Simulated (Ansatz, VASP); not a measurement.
**One calculation of SnO2, two programs**

```
CELL_PARAMETERS angstrom
1.61863 -2.80354 0.00000
1.61863 0.93451 4.29183
-4.85588 -2.80354 0.00000
ATOMIC_POSITIONS crystal
Sn 0.53361 0.47951 0.99373
Sn 0.96639 0.52049 0.50627
O 0.48406 0.73842 0.75412
O 0.01594 0.72318 0.23308
O 0.48406 0.27682 0.26692
O 0.01594 0.26158 0.74588
```

Change from the starting cell: mode 4 frozen in at -0.088 Å and mode 5 at -0.109 Å (largest displacements).

Alike in both runs: task single point; functional PBE; dispersion D3(BJ); k mesh 8 × 6 × 6; occupations gaussian, width 0.05 eV; no spin polarisation.

|  | VASP | Ansatz |
| --- | --- | --- |
| version | VASP 6.6.1 | Ansatz 0.2.0 |
| potentials or method | VASP PAW PBE potentials, release 64 (Sn_d, O), cutoff 520 eV | scalar-relativistic, plane waves, PAW |
| valence electrons in the cell | 52 | 52 |

Ansatz gave:

* gap on the k mesh at the Fermi level (eV): 1.45
* least direct gap on the mesh (eV): 1.45
* pressure (GPa): 0.0
* traceless stress, the component that is largest in VASP (GPa): -0.09
* rms of the force components (eV/Å): 0.417

Task: Estimate VASP's values.

Result: gap on the k mesh at the Fermi level (eV): 1.42; least direct gap on the mesh (eV): 1.42; pressure (GPa): 0.7; traceless stress, the component that is largest in VASP (GPa): -0.54; rms of the force components (eV/Å): 0.425.

Atom by atom the forces differ by 0.029 eV/Å (rms over components).
